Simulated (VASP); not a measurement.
Runs of VASP 6.6.1 on Zr. The structure is that of space group P6_3/mmc (No. 194), or close to it. The cells are those of the table. 

```csv
task,cell,cutoff (eV),gap on the mesh (eV),pressure (GPa)
single point,"a = 3.312, b = 3.312, c = 5.244 Å, angles 90.0, 90.0, 120.0°, 2 atoms",520,none,-5.1
relaxation of shape and atoms at fixed volume,"relaxed from a = 3.214, b = 3.214, c = 5.098 Å, angles 90.0, 90.0, 120.0°, 2 atoms",600,none,3.0
single point,"a = 3.281, b = 3.281, c = 5.194 Å, angles 90.0, 90.0, 120.0°, 2 atoms",520,none,-2.7
single point,"a = 3.246, b = 3.246, c = 5.150 Å, angles 90.0, 90.0, 120.0°, 2 atoms",520,none,(a)
single point,"a = 3.175, b = 3.175, c = 5.062 Å, angles 90.0, 90.0, 120.0°, 2 atoms",520,none,6.5
```

Alike in all rows: level r2SCAN; potentials or basis VASP PAW PBE potentials, release 64 (Zr_sv); no spin polarisation; k mesh 15 × 15 × 8; smearing gaussian 0.1 eV.

Q: Estimate the missing entries.

A: (a) 0.0.

Caveats: the PAW data sets were made with another functional, which shifts forces and pressure a little; the cell stands under tension (at least some runs); the cell stands under pressure (at least some runs).

A k mesh can miss the band edges, and the runs leave out spin-orbit coupling on Zr.

A gap of «none» marks levels without a gap at the run's occupations.
